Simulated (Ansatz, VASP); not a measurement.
**PbS in VASP and in Ansatz**

```xyz
4
Lattice="2.0964 -6.1178 0.0000 2.0964 6.1178 0.0000 0.0000 0.0000 4.2960" Properties=species:S:1:pos:R:3 pbc="T T T"
Pb    2.0964   -4.4868    3.2220
Pb    2.0964    4.4868    1.0740
S     2.0964   -1.7789    3.2220
S     2.0964    1.7789    1.0740
```

Alike in both runs: task relaxation of cell and atoms; functional PBE; dispersion D3(BJ); k mesh 8 × 8 × 6; occupations gaussian, width 0.02 eV; no spin polarisation.

|  | VASP | Ansatz |
| --- | --- | --- |
| version | VASP 6.6.1 | Ansatz 0.2.0 |
| potentials or method | VASP PAW PBE potentials, release 64 (Pb_d, S), cutoff 600 eV | scalar-relativistic, plane waves, PAW |
| valence electrons in the cell | 40 | 40 |

```tsv
	VASP	Ansatz	Ansatz less VASP
gap on the k mesh at the Fermi level, each at its own relaxed structure (eV)	1.23	1.22	-0.008
relaxed volume (Å³/atom)	25.51	25.50	-0.009
relaxed cell length with the largest relative difference (Å)	4.270	4.268	-0.0022
```

Ansatz's warnings: relaxed geometry near dispersion switch.

Neither program's run includes spin-orbit coupling.
